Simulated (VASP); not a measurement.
# CuAu (P4/mmm) in VASP: relaxation of cell and atoms with LDA

Aim: the relaxation of cell and atoms of CuAu with LDA.

Program: VASP 6.6.1. These are calculated values, not measurements. Logs are shortened: lines on timing, memory, paths and dates and some standing lists are left out, and cuts for length are marked.

### Step 1. The cell of the first run

The structure is tetragonal, space group P4/mmm (No. 123). The conventional cell has a = 2.811 Å, b = 2.811 Å, c = 3.685 Å, α = 90.00°, β = 90.00°, γ = 90.00°. Cu (site symmetry 4/mmm) has 8 Au at 2.71 Å and 6 Cu at 2.81 to 3.69 Å within 3.7 Å. Au (site symmetry 4/mmm) has 8 Cu at 2.71 Å and 6 Au at 2.81 to 3.69 Å within 3.7 Å.

### Step 2. Relaxation of cell and atoms, LDA

Input file INCAR:

```
ALGO = Normal ; EDIFF = 1E-7
EDIFFG = -0.01 ; ENCUT = 820
GGA_COMPAT = F ; IBRION = 2
ISIF = 3 ; ISMEAR = -1
LASPH = T ; LCHARG = F
LREAL = F ; LWAVE = F
NELM = 120 ; NELMIN = 4
NSW = 80 ; PREC = Accurate
SIGMA = 0.1
```

Input file KPOINTS:

```
k-points
0
Gamma
  11 11 9
```

Input file POSCAR:

```
CuAu
1.0
    2.8107494600      0.0000000000      0.0000000000
    0.0000000000      2.8107494600      0.0000000000
    0.0000000000      0.0000000000      3.6850000000
Cu Au
1 1
Direct
    0.5000000000      0.5000000000      0.5000000000
    0.0000000000      0.0000000000      0.0000000000
```

Potentials or basis: VASP PAW LDA potentials, release 64 (Cu_sv_GW, Au_sv_GW).

Started as:

```console
> cat potpaw_LDA.64/Cu_sv_GW/POTCAR potpaw_LDA.64/Au_sv_GW/POTCAR > POTCAR
> mpirun -np 1 vasp_std > vasp.out
```

OUTCAR:

```text
EDIFF = 1E-7
   EDIFFG = -0.01
   ENCUT = 820
   IBRION = 2
   ISIF = 3
   ISMEAR = -1
   LASPH = T
   LREAL = F
   NELM = 120
   NELMIN = 4
   NSW = 80
   PREC = Accurate

 ion  position               nearest neighbor table
   1  0.500  0.500  0.500-   2 2.71   2 2.71   2 2.71   2 2.71   2 2.71   2 2.71   2 2.71   2 2.71

   2  0.000  0.000  0.000-   1 2.71   1 2.71   1 2.71   1 2.71   1 2.71   1 2.71   1 2.71   1 2.71

  LATTYP: Found a simple tetragonal cell.
 ALAT       =     2.8107494600
 C/A-ratio  =     1.3110382311

  Lattice vectors:

 A1 = (   2.8107494600,   0.0000000000,   0.0000000000)
 A2 = (   0.0000000000,   2.8107494600,   0.0000000000)
 A3 = (   0.0000000000,   0.0000000000,   3.6850000000)

Analysis of symmetry for initial positions (statically):
=====================================================================
 Subroutine PRICEL returns:
 Original cell was already a primitive cell.

 Routine SETGRP: Setting up the symmetry group for a
 simple tetragonal supercell.

 Subroutine GETGRP returns: Found 16 space group operations
 (whereof 16 operations were pure point group operations)
 out of a pool of 16 trial point group operations.

The static configuration has the point symmetry D_4h.

Analysis of symmetry for dynamics (positions and initial velocities):
=====================================================================
 Subroutine PRICEL returns:
 Original cell was already a primitive cell.

 Routine SETGRP: Setting up the symmetry group for a
 simple tetragonal supercell.

 Subroutine GETGRP returns: Found 16 space group operations
 (whereof 16 operations were pure point group operations)
 out of a pool of 16 trial point group operations.

The dynamic configuration has the point symmetry D_4h.

 Subroutine INISYM returns: Found 16 space group operations
 (whereof 16 operations are pure point group operations),
 and found     1 'primitive' translations

----------------------------------------------------------------------------------------

                                     Primitive cell

  volume of cell :      29.1127

  direct lattice vectors                    reciprocal lattice vectors
     2.810749460  0.000000000  0.000000000     0.355776996  0.000000000  0.000000000
     0.000000000  2.810749460  0.000000000     0.000000000  0.355776996  0.000000000
     0.000000000  0.000000000  3.685000000     0.000000000  0.000000000  0.271370421

  length of vectors
     2.810749460  2.810749460  3.685000000     0.355776996  0.355776996  0.271370421

  position of ions in fractional coordinates (direct lattice)
     0.500000000  0.500000000  0.500000000
     0.000000000  0.000000000  0.000000000

  ion indices of the primitive-cell ions
   primitive index   ion index
                 1           1
                 2           2

----------------------------------------------------------------------------------------

 KPOINTS: k-points

Automatic generation of k-mesh.
 Grid dimensions read from file:
 generate k-points for:   11   11    9

 Generating k-lattice:

  Cartesian coordinates                     Fractional coordinates (reciprocal lattice)
     0.032343363  0.000000000  0.000000000     0.090909091  0.000000000  0.000000000
     0.000000000  0.032343363  0.000000000     0.000000000  0.090909091  0.000000000
     0.000000000  0.000000000  0.030152269     0.000000000  0.000000000  0.111111111

  Length of vectors
     0.032343363  0.032343363  0.030152269

  Shift w.r.t. Gamma in fractional coordinates (k-lattice)
     0.000000000  0.000000000  0.000000000

 Subroutine IBZKPT returns following result:
 ===========================================

 Found    105 irreducible k-points:

 Following reciprocal coordinates:
            Coordinates               Weight
  0.000000  0.000000  0.000000      1.000000
  0.090909  0.000000  0.000000      4.000000
  0.181818  0.000000  0.000000      4.000000
  0.272727  0.000000  0.000000      4.000000
  0.363636  0.000000  0.000000      4.000000
  0.454545  0.000000  0.000000      4.000000
[... 16 lines left out ...]
  0.090909  0.000000  0.111111      8.000000
  0.181818  0.000000  0.111111      8.000000
 [... further k-points ...]
   k-points           NKPTS =    105   k-points in BZ     NKDIM =    105   number of bands    NBANDS=     23
   number of dos      NEDOS =    301   number of ions     NIONS =      2
   total plane-waves  NPLWV =  28224
   dimension x,y,z NGX =    28 NGY =   28 NGZ =   36
   dimension x,y,z NGXF=    56 NGYF=   56 NGZF=   72
   ions per type =               1   1
   NGX,Y,Z   is equivalent  to a cutoff of  16.56, 16.56, 16.24 a.u.
   NGXF,Y,Z  is equivalent  to a cutoff of  33.12, 33.12, 32.48 a.u.
 SYSTEM =  unknown system
   PREC   = accura    normal or accurate (medium, high low for compatibility)
   ISTART =      0    job   : 0-new  1-cont  2-samecut
   ICHARG =      2    charge: 1-file 2-atom 10-const
   ISPIN  =      1    spin polarized calculation?
   LNONCOLLINEAR =      F non collinear calculations
   LSORBIT =      F    spin-orbit coupling
   LASPH  =      T    aspherical Exc in radial PAW
   ENCUT  =  820.0 eV  60.27 Ry    7.76 a.u.   6.56  6.56  8.60*2*pi/ulx,y,z
   NELM   =    120;   NELMIN=  4; NELMDL= -5     # of ELM steps
   EDIFF  = 0.1E-06   stopping-criterion for ELM
   LREAL  =      F    real-space projection
   EDIFFG = -.1E-01   stopping-criterion for IOM
   NSW    =     80    number of steps for IOM
   IBRION =      2    ionic relax: 0-MD 1-quasi-New 2-CG
   NFREE  =      1    steps in history (QN), initial steepest desc. (CG)
   ISIF   =      3    stress and relaxation
   ISYM   =      2    0-nonsym 1-usesym 2-fastsym
   POTIM  = 0.5000    time-step for ionic-motion
   TEBEG  =    0.0;   TEEND  =   0.0 temperature during run
   PSTRESS=    0.0 pullay stress
   NELECT =      38.0000    total number of electrons
   NUPDOWN=      -1.0000    fix difference up-down
   EMIN   =  10.00;   EMAX   =-10.00  energy-range for DOS
   EFERMI =   0.00;   METHOD = LEGACY
   ISMEAR =    -1;   SIGMA  =   0.10  broadening in eV -4-tet -1-fermi 0-gaus
   EFERMI_NEDOS =   21; number of points for ismear=-14 and -15
   IALGO  =     38    algorithm
   IMIX   =      4    mixing-type and parameters
     AMIX     =   0.40;   BMIX     =  1.00
     AMIX_MAG =   1.60;   BMIX_MAG =  1.00
  volume/ion in A,a.u.               =      14.56        98.23
  Fermi-wavevector in a.u.,A,eV,Ry     =   1.789131  3.380967 43.552103  3.200989
  Thomas-Fermi vector in A             =   2.852167
   LORBIT       =      0    0 simple, 1 ext, 2 COOP (PROOUT), +10 PAW based schemes
   GGA     = CA    functional components
   LHFCALC =     F    Hartree Fock is set to
   AEXX    =    0.0000 exact exchange contribution
   IVDW    =     0    specifies the selected vdW correction
   LEPSILON=     F    determine dielectric tensor
   LRPA    =     F    only Hartree local field effects (RPA)
 conjugate gradient relaxation of ions
 non-spin polarized calculation
  energy-cutoff  :      820.00
  volume of cell :       29.11
 maximum number of plane-waves:      1573
 NGX is ok and might be reduce to    28
   NGX = 13   NGY = 13   NGZ = 17

--------------------------------------- Ionic step        1  -------------------------------------------

 number of electron      37.9999995 magnetization

 Free energy of the ion-electron system (eV)
  ---------------------------------------------------
  ext. energy  EPLUGINS =         0.00000000
  ---------------------------------------------------
  free energy    TOTEN  =        -8.72165118 eV

  energy without entropy =       -8.70405800  energy(sigma->0) =       -8.71285459

------------------------ aborting loop because EDIFF is reached ----------------------------------------

  FORCE on cell =-STRESS in cart. coord.  units (eV):
  Direction    XX          YY          ZZ          XY          YZ          ZX
  --------------------------------------------------------------------------------------
  -------------------------------------------------------------------------------------
  Total       -1.6275416     -1.6275416     -1.6465315      0.0000000      0.0000000      0.0000000
  in kB      -89.5696556    -89.5696556    -90.6147454      0.0000000      0.0000000      0.0000000
  external PRESSURE =     -89.9180189 kB  Pullay stress =       0.0000000 kB
[... 89 lines left out ...]
  FREE ENERGIE OF THE ION-ELECTRON SYSTEM (eV)
  ---------------------------------------------------
  free  energy   TOTEN  =        -8.7659184769 eV

  energy  without entropy=       -8.7495384643  energy(sigma->0) =       -8.75772847

[... ionic steps 4 to 7 ...]

--------------------------------------- Ionic step        8  -------------------------------------------

 number of electron      37.9999995 magnetization

------------------------ aborting loop because EDIFF is reached ----------------------------------------

  FORCE on cell =-STRESS in cart. coord.  units (eV):
  Direction    XX          YY          ZZ          XY          YZ          ZX
  --------------------------------------------------------------------------------------
  -------------------------------------------------------------------------------------
  Total        0.0217702      0.0217702      0.0212736      0.0000000      0.0000000     -0.0000000
  in kB        1.2638863      1.2638863      1.2350549      0.0000000      0.0000000     -0.0000000
  external PRESSURE =       1.2542759 kB  Pullay stress =       0.0000000 kB
[... 57 lines left out ...]
  energy  without entropy=       -8.7493484339  energy(sigma->0) =       -8.75785004

--------------------------------------- Ionic step       10  -------------------------------------------

 number of electron      37.9999995 magnetization

 Free energy of the ion-electron system (eV)
  ---------------------------------------------------
  ext. energy  EPLUGINS =         0.00000000
  ---------------------------------------------------
  free energy    TOTEN  =        -8.76642587 eV

  energy without entropy =       -8.74949978  energy(sigma->0) =       -8.75796283

 E-fermi :   8.8129     XC(G=0): -14.0052

 val. band max:        8.8028730254   @ k =   0.4545   0.0909   0.4444
 cond. band min:       8.8239877829   @ k =   0.4545   0.0000   0.3333
 fundamental gap:      0.0211147575
 Fermi energy:         8.8128628296

 k-point     1 :       0.0000    0.0000    0.0000
  band No.  band energies     occupation
      1    -102.5482      2.00000
      2     -96.9712      2.00000
      3     -60.5288      2.00000
      4     -60.5082      2.00000
      5     -60.5082      2.00000
      6     -48.5602      2.00000
[... 613 lines left out ...]
     22      19.2129      0.00000
     23      20.3815      0.00000

 [... further k-points ...]

------------------------ aborting loop because EDIFF is reached ----------------------------------------

  FORCE on cell =-STRESS in cart. coord.  units (eV):
  Direction    XX          YY          ZZ          XY          YZ          ZX
  --------------------------------------------------------------------------------------
  -------------------------------------------------------------------------------------
  Total        0.0006816      0.0006816      0.0005855      0.0000000      0.0000000     -0.0000000
  in kB        0.0395468      0.0395468      0.0339761      0.0000000      0.0000000     -0.0000000
  external PRESSURE =       0.0376899 kB  Pullay stress =       0.0000000 kB
[... 17 lines left out ...]
  FREE ENERGIE OF THE ION-ELECTRON SYSTEM (eV)
  ---------------------------------------------------
  free  energy   TOTEN  =        -8.7664258665 eV

  energy  without entropy=       -8.7494997838  energy(sigma->0) =       -8.75796283

 reached required accuracy - stopping structural energy minimisation
```

Wall time 23 min (1 thread of Intel Xeon Platinum 8259CL at 2.50GHz (Skylake/Cascade Lake), shared host); peak memory 0.33 GiB.

Results:

```yaml
Free_energy: -8.7664 eV
Relaxed_volume: 13.81 Å³/atom
Relaxed_cell: a = 2.774 Å, b = 2.774 Å, c = 3.589 Å, α = 90.00°, β = 90.00°, γ = 90.00°
Space_group_after_relaxing_to_0.1_Å: P4/mmm (No. 123)
Energy_gained_by_relaxing: 22.4 meV/atom
Ionic_steps: 10
Pressure_after_relaxing: 0.0 GPa
Band_gap_on_the_k_mesh: zero (bands 19 and 20 overlap by 6.18 eV)
```

Step by step:
| step | energy change (eV) | largest force (eV/Å) | pressure (GPa) | volume (Å³) |
| --- | --- | --- | --- | --- |
| 1 | 0.0000 | 0.0000 | -8.99 | 29.11 |
| 2 | 0.0399 | 0.0000 | 15.97 | 25.80 |
| 3 | -0.0443 | 0.0000 | -0.10 | 27.64 |
| 4 | -0.0443 | 0.0000 | 0.06 | 27.61 |
| 5 | -0.0445 | 0.0000 | 0.10 | 27.61 |
| 6 | -0.0446 | 0.0000 | 0.10 | 27.61 |
| 7 | -0.0448 | 0.0000 | 0.13 | 27.60 |
| 8 | -0.0448 | 0.0000 | 0.13 | 27.60 |
| 9 | -0.0447 | 0.0000 | -0.47 | 27.67 |
| 10 | -0.0448 | 0.0000 | 0.00 | 27.61 |

Final structure:
```xyz
2
Lattice="2.7736 0.0000 0.0000 0.0000 2.7736 0.0000 0.0000 0.0000 3.5893" Properties=species:S:1:pos:R:3 pbc="T T T"
Cu    1.3868    1.3868    1.7946
Au    0.0000    0.0000    3.5893
```

Caveat: spin-orbit coupling is left out, which moves the levels of the heavy elements.

The gap in the log of VASP goes by the Fermi energy; the results here count the filled bands.